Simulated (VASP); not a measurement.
# SnSe (Fm-3m) in VASP: notebook

Runs on SnSe. Level: PBEsol. Tasks: relaxation of cell and atoms, single point.

Program: VASP 6.6.1. These are calculated values, not measurements. Logs are shortened: lines on timing, memory, paths and dates and some standing lists are left out, and cuts for length are marked.

## (1) The cell of the first run

It takes space group Fm-3m (No. 225, cubic). The conventional cell has a = 6.020 Å, b = 6.020 Å, c = 6.020 Å, α = 90.00°, β = 90.00°, γ = 90.00°. Sn (site symmetry m-3m) has 6 Se at 3.01 Å within 4.0 Å. Se (site symmetry m-3m) has 6 Sn at 3.01 Å within 4.0 Å.

## (2) Relaxation of cell and atoms, PBEsol

INCAR

```
PREC = Accurate ; ENCUT = 600
EDIFF = 1E-6 ; ISMEAR = 0
SIGMA = 0.02 ; LREAL = F
LASPH = T ; NELM = 100
ALGO = Normal ; ISIF = 3
LWAVE = F ; LCHARG = F
GGA = PS ; IBRION = 2
NSW = 100 ; EDIFFG = -0.005
```

KPOINTS

```
Automatic mesh
0
Gamma
  8 8 8
```

POSCAR

```
SnSe
1.0
    0.0000000000      3.0100000000      3.0100000000
    3.0100000000      0.0000000000      3.0100000000
    3.0100000000      3.0100000000      0.0000000000
Sn Se
1 1
Direct
    0.0000000000      0.0000000000      0.0000000000
    0.5000000000      0.5000000000      0.5000000000
```

Potentials or basis: VASP PAW PBE potentials, release 64 (Sn_d, Se).

On the command line:

```sh
$ cat potpaw_PBE.64/Sn_d/POTCAR potpaw_PBE.64/Se/POTCAR > POTCAR
$ mpirun -np 1 vasp_std > vasp.out
```

OUTCAR:

```text
PREC = Accurate
   ENCUT = 600
   EDIFF = 1E-6
   ISMEAR = 0
   LREAL = F
   LASPH = T
   NELM = 100
   ISIF = 3
   GGA = PS
   IBRION = 2
   NSW = 100
   EDIFFG = -0.005

 ion  position               nearest neighbor table
   1  0.000  0.000  0.000-   2 3.01   2 3.01   2 3.01   2 3.01   2 3.01   2 3.01
   2  0.500  0.500  0.500-   1 3.01   1 3.01   1 3.01   1 3.01   1 3.01   1 3.01

  LATTYP: Found a face centered cubic cell.
 ALAT       =     6.0200000000

  Lattice vectors:

 A1 = (   0.0000000000,   3.0100000000,   3.0100000000)
 A2 = (   3.0100000000,   0.0000000000,   3.0100000000)
 A3 = (   3.0100000000,   3.0100000000,   0.0000000000)

Analysis of symmetry for initial positions (statically):
=====================================================================
 Subroutine PRICEL returns:
 Original cell was already a primitive cell.

 Routine SETGRP: Setting up the symmetry group for a
 face centered cubic supercell.

 Subroutine GETGRP returns: Found 48 space group operations
[... 9 lines left out ...]

 Routine SETGRP: Setting up the symmetry group for a
 face centered cubic supercell.

 Subroutine GETGRP returns: Found 48 space group operations
[... 11 lines left out ...]
                                     Primitive cell

  volume of cell :      54.5418

  direct lattice vectors                    reciprocal lattice vectors
     0.000000000  3.010000000  3.010000000    -0.166112957  0.166112957  0.166112957
     3.010000000  0.000000000  3.010000000     0.166112957 -0.166112957  0.166112957
     3.010000000  3.010000000  0.000000000     0.166112957  0.166112957 -0.166112957

  length of vectors
     4.256782823  4.256782823  4.256782823     0.287716081  0.287716081  0.287716081

  position of ions in fractional coordinates (direct lattice)
     0.000000000  0.000000000  0.000000000
     0.500000000  0.500000000  0.500000000

  ion indices of the primitive-cell ions
   primitive index   ion index
                 1           1
                 2           2

----------------------------------------------------------------------------------------

 KPOINTS: Automatic mesh

Automatic generation of k-mesh.
 Grid dimensions read from file:
 generate k-points for:    8    8    8

 Generating k-lattice:

  Cartesian coordinates                     Fractional coordinates (reciprocal lattice)
    -0.020764120  0.020764120  0.020764120     0.125000000  0.000000000  0.000000000
[... 73 lines left out ...]
   EFERMI =   0.00;   METHOD = LEGACY
   ISMEAR =     0;   SIGMA  =   0.02  broadening in eV -4-tet -1-fermi 0-gaus
   EFERMI_NEDOS =   21; number of points for ismear=-14 and -15
   IALGO  =     38    algorithm
   IMIX   =      4    mixing-type and parameters
     AMIX     =   0.40;   BMIX     =  1.00
     AMIX_MAG =   1.60;   BMIX_MAG =  1.00
  volume/ion in A,a.u.               =      27.27       184.03
  Fermi-wavevector in a.u.,A,eV,Ry     =   1.171768  2.214321 18.681350  1.373040
  Thomas-Fermi vector in A             =   2.308207
   LORBIT       =      0    0 simple, 1 ext, 2 COOP (PROOUT), +10 PAW based schemes
   GGA     = PS    functional components
   LHFCALC =     F    Hartree Fock is set to
   AEXX    =    0.0000 exact exchange contribution
   IVDW    =     0    specifies the selected vdW correction
   LEPSILON=     F    determine dielectric tensor
   LRPA    =     F    only Hartree local field effects (RPA)
 conjugate gradient relaxation of ions
 non-spin polarized calculation
 Gauss-broadening in eV      SIGMA  =   0.02
  energy-cutoff  :      600.00
  volume of cell :       54.54
 maximum number of plane-waves:      1841
 NGX is ok and might be reduce to    36
   NGX = 17   NGY = 17   NGZ = 17

--------------------------------------- Ionic step        1  -------------------------------------------

 number of electron      19.9999999 magnetization

 Free energy of the ion-electron system (eV)
  ---------------------------------------------------
  ext. energy  EPLUGINS =         0.00000000
  ---------------------------------------------------
  free energy    TOTEN  =        -8.97424353 eV

  energy without entropy =       -8.97424353  energy(sigma->0) =       -8.97424353

------------------------ aborting loop because EDIFF is reached ----------------------------------------

  FORCE on cell =-STRESS in cart. coord.  units (eV):
  Direction    XX          YY          ZZ          XY          YZ          ZX
  --------------------------------------------------------------------------------------
  -------------------------------------------------------------------------------------
  Total       -0.6476380     -0.6476380     -0.6476380     -0.0000000      0.0000000     -0.0000000
  in kB      -19.0245065    -19.0245065    -19.0245065     -0.0000000      0.0000000     -0.0000000
  external PRESSURE =     -19.0245065 kB  Pullay stress =       0.0000000 kB
[... 59 lines left out ...]
--------------------------------------- Ionic step        3  -------------------------------------------

 number of electron      19.9999998 magnetization

 Free energy of the ion-electron system (eV)
  ---------------------------------------------------
  ext. energy  EPLUGINS =         0.00000000
  ---------------------------------------------------
  free energy    TOTEN  =        -8.98612229 eV

  energy without entropy =       -8.98612229  energy(sigma->0) =       -8.98612229

 E-fermi :   5.8704     XC(G=0):  -9.9412

 val. band max:        5.7390702373   @ k =   0.5000   0.0000   0.0000
 cond. band min:       6.4865231490   @ k =  -0.3750   0.1250   0.0000
 fundamental gap:      0.7474529117
 Fermi energy:         5.8704442035

 k-point     1 :       0.0000    0.0000    0.0000
  band No.  band energies     occupation
      1     -15.6292      2.00000
      2     -15.6292      2.00000
      3     -15.6282      2.00000
      4     -15.6282      2.00000
      5     -15.6282      2.00000
      6      -8.2803      2.00000
      7       0.8619      2.00000
      8       3.5631      2.00000
      9       3.5631      2.00000
     10       3.5631      2.00000
     11      10.2730      0.00000
     12      10.2730      0.00000
     13      10.2730      0.00000
     14      11.6113      0.00000
[... 377 lines left out ...]
      1     -15.6459      2.00000
      2     -15.6332      2.00000
      3     -15.6225      2.00000
      4     -15.6179      2.00000
      5     -15.6116      2.00000
      6      -7.0928      2.00000
      7      -1.9753      2.00000
      8       1.9310      2.00000
      9       2.5096      2.00000
     10       5.0709      2.00000
     11       6.8253      0.00000
     12       9.0013      0.00000
     13       9.9616      0.00000
     14      12.9948      0.00000

 [... further k-points ...]
[... 5 lines left out ...]
  --------------------------------------------------------------------------------------
  -------------------------------------------------------------------------------------
  Total        0.0032657      0.0032657      0.0032657     -0.0000000     -0.0000000      0.0000000
  in kB        0.0994815      0.0994815      0.0994815     -0.0000000     -0.0000000      0.0000000
  external PRESSURE =       0.0994815 kB  Pullay stress =       0.0000000 kB
[... 17 lines left out ...]
  FREE ENERGIE OF THE ION-ELECTRON SYSTEM (eV)
  ---------------------------------------------------
  free  energy   TOTEN  =        -8.9861222922 eV

  energy  without entropy=       -8.9861222922  energy(sigma->0) =       -8.98612229

 reached required accuracy - stopping structural energy minimisation
```

OSZICAR:

```text
N       E                     dE             d eps       ncg     rms          rms(c)
DAV:   1     0.135336813982E+03    0.13534E+03   -0.11065E+04   818   0.195E+03
DAV:   2     0.415999026677E+01   -0.13118E+03   -0.12885E+03   866   0.405E+02
DAV:   3    -0.881900757916E+01   -0.12979E+02   -0.12739E+02  1064   0.106E+02
DAV:   4    -0.913701723786E+01   -0.31801E+00   -0.31792E+00   896   0.190E+01
[... 23 lines left out ...]
DAV:   3    -0.898629162777E+01    0.37146E-02   -0.12461E-02   994   0.179E+00    0.573E-02
DAV:   4    -0.898614023375E+01    0.15139E-03   -0.49755E-04   836   0.255E-01    0.187E-02
DAV:   5    -0.898612488911E+01    0.15345E-04   -0.32633E-05  1190   0.691E-02    0.101E-02
DAV:   6    -0.898612236716E+01    0.25220E-05   -0.45397E-06   836   0.344E-02    0.181E-03
DAV:   7    -0.898612229216E+01    0.75000E-07   -0.73958E-07   418   0.158E-02
   3 F= -.89861223E+01 E0= -.89861223E+01  d E =-.118788E-01
```

CONTCAR:

```text
SnSe
   1.00000000000000
     0.0000000000000000    2.9737550284740646    2.9737550284740646
     2.9737550284740646    0.0000000000000000    2.9737550284740646
     2.9737550284740646    2.9737550284740646   -0.0000000000000000
  Sn              Se
     1     1
Direct
     0.0000000000000000    0.0000000000000000    0.0000000000000000
     0.5000000000000000    0.5000000000000000    0.5000000000000000

  0.00000000E+00  0.00000000E+00  0.00000000E+00
  0.00000000E+00  0.00000000E+00  0.00000000E+00
```

It took 68 s on 1 thread of AMD EPYC 7R13 (Zen 3), shared host; peak memory 0.2 GiB.

Results:

```
Free energy                            : -8.9861 eV
Relaxed volume                         : 26.30 Å³/atom
Relaxed cell                           : a = 4.206 Å, b = 4.206 Å, c = 4.206 Å, α = 60.00°, β = 60.00°, γ = 60.00°
Space group after relaxing (to 0.05 Å) : Fm-3m (No. 225)
Energy gained by relaxing              : 5.9 meV/atom
Ionic steps                            : 3
Pressure after relaxing                : 0.0 GPa
Band gap on the k mesh                 : 0.75 eV, indirect (least direct gap 0.81 eV)
```

Step by step:
```
step  energy change (eV)  largest force (eV/Å)  pressure (GPa)  volume (Å³)
   1              0.0000                0.0000           -1.90        54.54
   2             -0.0108                0.0000            0.63        52.03
   3             -0.0119                0.0000            0.01        52.60
```

Final structure:
```cif
data_structure
_symmetry_space_group_name_H-M 'P 1'
_symmetry_Int_Tables_number 1
_cell_length_a 4.2055
_cell_length_b 4.2055
_cell_length_c 4.2055
_cell_angle_alpha 60.000
_cell_angle_beta 60.000
_cell_angle_gamma 60.000
_cell_volume 52.60
loop_
_atom_site_label
_atom_site_type_symbol
_atom_site_fract_x
_atom_site_fract_y
_atom_site_fract_z
_atom_site_occupancy
Sn1 Sn 0.00000 0.00000 0.00000 1
Se1 Se 0.50000 0.50000 0.50000 1
```

Caveat: the PAW data sets were made with another functional, which shifts forces and pressure a little; spin-orbit coupling is left out, which moves the levels of the heavy elements. A k mesh can miss the band edges.

[end of part 1 of 2]
